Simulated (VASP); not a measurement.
# SiO2 (P4_12_12) in VASP: a series of runs

The runs below take SiO2 through single point, with r2SCAN, PBE.

Everything below comes from runs of VASP 6.6.1. Logs are shortened: lines on timing, memory, paths and dates and some standing lists are left out, and cuts for length are marked.

## (1) The cell of the first run

Symmetry: P4_12_12, No. 92, tetragonal system. The conventional cell has a = 5.028 Å, b = 5.028 Å, c = 6.983 Å, α = 90.00°, β = 90.00°, γ = 90.00°. Within 2.2 Å of Si (site symmetry 2) lie 4 O at 1.63 Å. O (site symmetry 1) has 2 Si at 1.63 Å within 2.2 Å.

## (2) Single point, r2SCAN (14.71 Å³/atom)

POSCAR reads:

```
SiO2
1.0
    5.0284719684      0.0000000000      0.0000000000
    0.0000000000      5.0284719684      0.0000000000
    0.0000000000      0.0000000000      6.9833470448
Si O
4 8
Direct
    0.3024588131      0.3024588131      0.0000000000
    0.1975411869      0.8024588131      0.2500000000
    0.6975411869      0.6975411869      0.5000000000
    0.8024588131      0.1975411869      0.7500000000
    0.2381684589      0.1092706349      0.1814546508
    0.3907293651      0.7381684589      0.4314546508
    0.7618315411      0.8907293651      0.6814546508
    0.6092706349      0.2618315411      0.9314546508
    0.7381684589      0.3907293651      0.5685453492
    0.8907293651      0.7618315411      0.3185453492
    0.2618315411      0.6092706349      0.0685453492
    0.1092706349      0.2381684589      0.8185453492
```

INCAR.step1 reads:

```
SYSTEM = SiO2
PREC = Accurate
ENCUT = 520
ISMEAR = 0
SIGMA = 0.01
LREAL = .False.
LASPH = .True.
NELM = 80
NBANDS = 44
GGA = PE
ALGO = Normal
EDIFF = 1E-4
LWAVE = .True.
LCHARG = .False.
```

INCAR.step2 reads:

```
SYSTEM = SiO2
PREC = Accurate
ENCUT = 520
EDIFF = 1E-6
ISMEAR = 0
SIGMA = 0.01
LREAL = .False.
LASPH = .True.
NELM = 80
ALGO = Normal
ISIF = 2
LWAVE = .False.
LCHARG = .True.
METAGGA = R2SCAN
LMIXTAU = .True.
LELF = .True.
LVHAR = .True.
NBANDS = 44
ISTART = 1
```

KPOINTS reads:

```
Automatic mesh
0
Gamma
  4 4 4
  0 0 0
```

Potentials or basis: VASP PAW PBE potentials, release 64 (Si, O).

Started as:

```bash
$ cat potpaw_PBE.64/Si/POTCAR potpaw_PBE.64/O/POTCAR > POTCAR
$ cp INCAR.step1 INCAR
$ mpirun -np 1 vasp_std > vasp.out
$ cp INCAR.step2 INCAR
$ mpirun -np 1 vasp_std > vasp.out
```

OUTCAR:

```text
SYSTEM = SiO2
   PREC = Accurate
   ENCUT = 520
   EDIFF = 1E-6
   ISMEAR = 0
   LREAL = .False.
   LASPH = .True.
   NELM = 80
   ISIF = 2
   METAGGA = R2SCAN
   ISTART = 1

 ion  position               nearest neighbor table
   1  0.302  0.302  0.000-   8 1.63  11 1.63   5 1.63  12 1.63   2 3.11   4 3.11   2 3.11   4 3.11

   2  0.198  0.802  0.250-   5 1.63  10 1.63   6 1.63  11 1.63   1 3.11   3 3.11   1 3.11   3 3.11

   3  0.698  0.698  0.500-   6 1.63   9 1.63   7 1.63  10 1.63   2 3.11   4 3.11   4 3.11   2 3.11

   4  0.802  0.198  0.750-   7 1.63  12 1.63   9 1.63   8 1.63   1 3.11   3 3.11   3 3.11   1 3.11

   5  0.238  0.109  0.181-   2 1.63   1 1.63
   6  0.391  0.738  0.431-   3 1.63   2 1.63
   7  0.762  0.891  0.681-   4 1.63   3 1.63
   8  0.609  0.262  0.931-   1 1.63   4 1.63
   9  0.738  0.391  0.569-   3 1.63   4 1.63
  10  0.891  0.762  0.319-   2 1.63   3 1.63
  11  0.262  0.609  0.069-   1 1.63   2 1.63
  12  0.109  0.238  0.819-   4 1.63   1 1.63

  LATTYP: Found a simple tetragonal cell.
 ALAT       =     5.0284719684
 C/A-ratio  =     1.3887612556

  Lattice vectors:

 A1 = (   5.0284719684,   0.0000000000,   0.0000000000)
 A2 = (   0.0000000000,   5.0284719684,   0.0000000000)
 A3 = (   0.0000000000,   0.0000000000,   6.9833470448)

Analysis of symmetry for initial positions (statically):
=====================================================================
 Subroutine PRICEL returns:
 Original cell was already a primitive cell.

 Routine SETGRP: Setting up the symmetry group for a
 simple tetragonal supercell.

 Subroutine GETGRP returns: Found  8 space group operations
 (whereof  2 operations were pure point group operations)
 out of a pool of 16 trial point group operations.

The static configuration has the point symmetry C_2 .
 The point group associated with its full space group is D_4 .

Analysis of symmetry for dynamics (positions and initial velocities):
=====================================================================
 Subroutine PRICEL returns:
 Original cell was already a primitive cell.

 Routine SETGRP: Setting up the symmetry group for a
 simple tetragonal supercell.

 Subroutine GETGRP returns: Found  8 space group operations
 (whereof  2 operations were pure point group operations)
 out of a pool of 16 trial point group operations.

The dynamic configuration has the point symmetry C_2 .
 The point group associated with its full space group is D_4 .

 Subroutine INISYM returns: Found  8 space group operations
 (whereof  2 operations are pure point group operations),
 and found     1 'primitive' translations

----------------------------------------------------------------------------------------

                                     Primitive cell

  volume of cell :     176.5776

  direct lattice vectors                    reciprocal lattice vectors
     5.028471968  0.000000000  0.000000000     0.198867570  0.000000000  0.000000000
     0.000000000  5.028471968  0.000000000     0.000000000  0.198867570  0.000000000
     0.000000000  0.000000000  6.983347045     0.000000000  0.000000000  0.143197810

  length of vectors
     5.028471968  5.028471968  6.983347045     0.198867570  0.198867570  0.143197810

  position of ions in fractional coordinates (direct lattice)
     0.302458813  0.302458813  0.000000000
     0.197541187  0.802458813  0.250000000
     0.697541187  0.697541187  0.500000000
     0.802458813  0.197541187  0.750000000
     0.238168459  0.109270635  0.181454651
     0.390729365  0.738168459  0.431454651
     0.761831541  0.890729365  0.681454651
     0.609270635  0.261831541  0.931454651
     0.738168459  0.390729365  0.568545349
     0.890729365  0.761831541  0.318545349
     0.261831541  0.609270635  0.068545349
     0.109270635  0.238168459  0.818545349

  ion indices of the primitive-cell ions
   primitive index   ion index
                 1           1
                 2           2
                 3           3
                 4           4
                 5           5
                 6           6
                 7           7
                 8           8
                 9           9
                10          10
                11          11
                12          12

----------------------------------------------------------------------------------------

 KPOINTS: Automatic mesh

Automatic generation of k-mesh.
 Grid dimensions read from file:
 generate k-points for:    4    4    4

 Generating k-lattice:

  Cartesian coordinates                     Fractional coordinates (reciprocal lattice)
     0.049716892  0.000000000  0.000000000     0.250000000  0.000000000  0.000000000
     0.000000000  0.049716892  0.000000000     0.000000000  0.250000000  0.000000000
     0.000000000  0.000000000  0.035799452     0.000000000  0.000000000  0.250000000

  Length of vectors
     0.049716892  0.049716892  0.035799452

  Shift w.r.t. Gamma in fractional coordinates (k-lattice)
     0.000000000  0.000000000  0.000000000

 Subroutine IBZKPT returns following result:
 ===========================================

 Found     18 irreducible k-points:

 Following reciprocal coordinates:
            Coordinates               Weight
  0.000000  0.000000  0.000000      1.000000
  0.250000  0.000000  0.000000      4.000000
  0.500000  0.000000  0.000000      2.000000
  0.250000  0.250000  0.000000      4.000000
  0.500000  0.250000  0.000000      4.000000
  0.500000  0.500000  0.000000      1.000000
[... 10 lines left out ...]
  0.500000  0.250000  0.500000      4.000000
  0.500000  0.500000  0.500000      1.000000
   k-points           NKPTS =     18   k-points in BZ     NKDIM =     18   number of bands    NBANDS=     44
   number of dos      NEDOS =    301   number of ions     NIONS =     12
   total plane-waves  NPLWV =  86400
   dimension x,y,z NGX =    40 NGY =   40 NGZ =   54
   dimension x,y,z NGXF=    80 NGYF=   80 NGZF=  108
   ions per type =               4   8
   NGX,Y,Z   is equivalent  to a cutoff of  13.22, 13.22, 12.86 a.u.
   NGXF,Y,Z  is equivalent  to a cutoff of  26.45, 26.45, 25.71 a.u.
 SYSTEM =  SiO2
   PREC   = accura    normal or accurate (medium, high low for compatibility)
   ISTART =      1    job   : 0-new  1-cont  2-samecut
   ICHARG =      0    charge: 1-file 2-atom 10-const
   ISPIN  =      1    spin polarized calculation?
   LNONCOLLINEAR =      F non collinear calculations
   LSORBIT =      F    spin-orbit coupling
   LASPH  =      T    aspherical Exc in radial PAW
   ENCUT  =  520.0 eV  38.22 Ry    6.18 a.u.   9.35  9.35 12.98*2*pi/ulx,y,z
   NELM   =     80;   NELMIN=  2; NELMDL=  0     # of ELM steps
   EDIFF  = 0.1E-05   stopping-criterion for ELM
   LREAL  =      F    real-space projection
   EDIFFG = 0.1E-04   stopping-criterion for IOM
   NSW    =      0    number of steps for IOM
   IBRION =     -1    ionic relax: 0-MD 1-quasi-New 2-CG
   NFREE  =      0    steps in history (QN), initial steepest desc. (CG)
   ISIF   =      2    stress and relaxation
   ISYM   =      2    0-nonsym 1-usesym 2-fastsym
   POTIM  = 0.5000    time-step for ionic-motion
   TEBEG  =    0.0;   TEEND  =   0.0 temperature during run
   PSTRESS=    0.0 pullay stress
   NELECT =      64.0000    total number of electrons
   NUPDOWN=      -1.0000    fix difference up-down
   EMIN   =  10.00;   EMAX   =-10.00  energy-range for DOS
   EFERMI =   0.00;   METHOD = LEGACY
   ISMEAR =     0;   SIGMA  =   0.01  broadening in eV -4-tet -1-fermi 0-gaus
   EFERMI_NEDOS =   21; number of points for ismear=-14 and -15
   IALGO  =     38    algorithm
   IMIX   =      4    mixing-type and parameters
     AMIX     =   0.40;   BMIX     =  1.00
     AMIX_MAG =   1.60;   BMIX_MAG =  1.00
  volume/ion in A,a.u.               =      14.71        99.30
  Fermi-wavevector in a.u.,A,eV,Ry     =   1.167230  2.205744 18.536914  1.362425
  Thomas-Fermi vector in A             =   2.303732
   LORBIT       =      0    0 simple, 1 ext, 2 COOP (PROOUT), +10 PAW based schemes
   METAGGA = R2SCAN    functional components
   LHFCALC =     F    Hartree Fock is set to
   AEXX    =    0.0000 exact exchange contribution
   IVDW    =     0    specifies the selected vdW correction
   LEPSILON=     F    determine dielectric tensor
   LRPA    =     F    only Hartree local field effects (RPA)
 non-spin polarized calculation
 Gauss-broadening in eV      SIGMA  =   0.01
  energy-cutoff  :      520.00
  volume of cell :      176.58
 maximum number of plane-waves:      4780
 NGX is ok and might be reduce to    40
   NGX = 19   NGY = 19   NGZ = 25

 number of electron      63.9999986 magnetization

 Free energy of the ion-electron system (eV)
  ---------------------------------------------------
  ext. energy  EPLUGINS =         0.00000000
  ---------------------------------------------------
  free energy    TOTEN  =      -119.09716948 eV

  energy without entropy =     -119.09716948  energy(sigma->0) =     -119.09716948

 E-fermi :  -0.4415     XC(G=0):  -8.7635

 val. band max:       -0.5000376069   @ k =   0.0000   0.0000   0.0000
 cond. band min:       5.6791395521   @ k =   0.0000   0.0000   0.0000
 fundamental gap:      6.1791771591
 Fermi energy:        -0.4414939305

 k-point     1 :       0.0000    0.0000    0.0000
  band No.  band energies     occupation
      1     -20.7908      2.00000
      2     -19.9228      2.00000
      3     -19.9228      2.00000
      4     -18.8361      2.00000
      5     -18.7906      2.00000
      6     -18.7854      2.00000
[... 36 lines left out ...]
     43      11.5175      0.00000
     44      11.8579      0.00000
[... 758 lines left out ...]
      4     -19.8878      2.00000
      5     -18.8471      2.00000
      6     -18.8471      2.00000
[... 36 lines left out ...]
     43      10.5471      0.00000
     44      10.5471      0.00000

------------------------ aborting loop because EDIFF is reached ----------------------------------------

  FORCE on cell =-STRESS in cart. coord.  units (eV):
  Direction    XX          YY          ZZ          XY          YZ          ZX
  --------------------------------------------------------------------------------------
  -------------------------------------------------------------------------------------
  Total       -5.1974659     -5.1974659     -5.2483778      0.0000000      0.0000000      0.0000000
  in kB      -47.1592122    -47.1592122    -47.6211610      0.0000000      0.0000000      0.0000000
  external PRESSURE =     -47.3131951 kB  Pullay stress =       0.0000000 kB

 VOLUME and BASIS-vectors are now :
 -----------------------------------------------------------------------------
  energy-cutoff  :      520.00
  volume of cell :      176.58
      direct lattice vectors                 reciprocal lattice vectors
     5.028471968  0.000000000  0.000000000     0.198867570  0.000000000  0.000000000
     0.000000000  5.028471968  0.000000000     0.000000000  0.198867570  0.000000000
     0.000000000  0.000000000  6.983347045     0.000000000  0.000000000  0.143197810

 POSITION                                       TOTAL-FORCE (eV/Angst)
 -----------------------------------------------------------------------------------
      1.52091      1.52091      0.00000        -0.001132     -0.001132     -0.000000
      0.99333      4.03514      1.74584         0.001132     -0.001132     -0.000000
      3.50757      3.50757      3.49167         0.001132      0.001132     -0.000000
      4.03514      0.99333      5.23751        -0.001132      0.001132     -0.000000
      1.19762      0.54946      1.26716         0.035977     -0.194510     -0.249319
      1.96477      3.71186      3.01300         0.194510      0.035977     -0.249319
      3.83085      4.47901      4.75883        -0.035977      0.194510     -0.249319
      3.06370      1.31661      6.50467        -0.194510     -0.035977     -0.249319
      3.71186      1.96477      3.97035         0.035977      0.194510      0.249319
      4.47901      3.83085      2.22451         0.194510     -0.035977      0.249319
      1.31661      3.06370      0.47868        -0.035977     -0.194510      0.249319
      0.54946      1.19762      5.71619        -0.194510      0.035977      0.249319
 -----------------------------------------------------------------------------------
    total drift:                               -0.000000      0.000000      0.000000

  FREE ENERGIE OF THE ION-ELECTRON SYSTEM (eV)
  ---------------------------------------------------
  free  energy   TOTEN  =      -119.0971694823 eV

  energy  without entropy=     -119.0971694823  energy(sigma->0) =     -119.09716948
```

Run time: 13 min. Hardware: 1 thread of Intel Xeon Platinum 8488C (Sapphire Rapids), shared host; peak memory 0.35 GiB.

What came out:

```yaml
Free_energy: -119.0972 eV
Pressure: -4.7 GPa
Largest_force: 0.318 eV/Å
Band_gap_on_the_k_mesh: 6.18 eV
```

Forces on the atoms (eV/Å):
```
Si  -0.001 -0.001  0.000
Si   0.001 -0.001  0.000
Si   0.001  0.001  0.000
Si  -0.001  0.001  0.000
O    0.036 -0.195 -0.249
O    0.195  0.036 -0.249
O   -0.036  0.195 -0.249
O   -0.195 -0.036 -0.249
O    0.036  0.195  0.249
O    0.195 -0.036  0.249
O   -0.036 -0.195  0.249
O   -0.195  0.036  0.249
```

Caveat: the cell stands under tension; the PAW data sets were made with another functional, which shifts forces and pressure a little.

## (3) Single point, r2SCAN (15.14 Å³/atom)

This run uses another cell than the first one, of 15.14 Å³/atom.

POSCAR, as its differences from that of step 2:

```diff
@@ -2,5 +2,5 @@
 1.0
-    5.0284719684      0.0000000000      0.0000000000
-    0.0000000000      5.0284719684      0.0000000000
-    0.0000000000      0.0000000000      6.9833470448
+    5.0768256267      0.0000000000      0.0000000000
+    0.0000000000      5.0768256267      0.0000000000
+    0.0000000000      0.0000000000      7.0504987319
 Si O
```

INCAR.step1, as its differences from that of step 2:

```diff
@@ -7,3 +7,3 @@
 LASPH = .True.
-NELM = 80
+NELM = 60
 NBANDS = 44
```

INCAR.step2 reads:

```
SYSTEM = SiO2
PREC = Accurate
ENCUT = 520
EDIFF = 1E-7
ISMEAR = 0
SIGMA = 0.01
LREAL = .False.
LASPH = .True.
NELM = 60
ALGO = Normal
ISIF = 2
LWAVE = .False.
LCHARG = .False.
METAGGA = R2SCAN
LMIXTAU = .True.
NBANDS = 44
ISTART = 1
```

KPOINTS is that of step 2.

Potentials or basis: VASP PAW PBE potentials, release 64 (Si, O).

Started as:

```bash
$ cat potpaw_PBE.64/Si/POTCAR potpaw_PBE.64/O/POTCAR > POTCAR
$ cp INCAR.step1 INCAR
$ mpirun -np 1 vasp_std > vasp.out
$ cp INCAR.step2 INCAR
$ mpirun -np 1 vasp_std > vasp.out
```

It took 15 min on 1 thread of Intel Xeon Platinum 8488C (Sapphire Rapids), shared host; peak memory 0.35 GiB.

It converged, with:

```yaml
Free_energy: -118.8820 eV
Pressure: -9.0 GPa
Largest_force: 0.600 eV/Å
Band_gap_on_the_k_mesh: 6.00 eV
```

Forces in eV/Å, atoms in the order of the input:
```
Si  -0.021 -0.021  0.000
Si   0.021 -0.021  0.000
Si   0.021  0.021  0.000
Si  -0.021  0.021  0.000
O    0.067 -0.370 -0.467
O    0.370  0.067 -0.467
O   -0.067  0.370 -0.467
O   -0.370 -0.067 -0.467
O    0.067  0.370  0.467
O    0.370 -0.067  0.467
O   -0.067 -0.370  0.467
O   -0.370  0.067  0.467
```

Levels at points of the mesh, in eV from the valence-band top:
```
           k point  band 29  band 30  band 31  band 32  band 33  band 34  band 35  band 36
(0.00, 0.00, 0.00)    -0.67    -0.31    -0.31     0.00     6.00     9.32     9.32     9.65
(0.50, 0.00, 0.00)    -0.61    -0.61    -0.48    -0.48     8.05     8.05     9.75     9.75
(0.50, 0.50, 0.00)    -0.56    -0.56    -0.51    -0.51     9.08     9.08     9.16     9.16
(0.00, 0.00, 0.50)    -0.53    -0.53    -0.37    -0.37     7.25     7.25     9.99     9.99
(0.50, 0.00, 0.50)    -0.89    -0.89    -0.19    -0.19     8.32     8.32     9.37     9.37
(0.50, 0.50, 0.50)    -0.58    -0.58    -0.58    -0.58     9.57     9.57     9.57     9.57
```

Caveat: the cell stands under tension; the PAW data sets were made with another functional, which shifts forces and pressure a little.

[end of part 1 of 2]
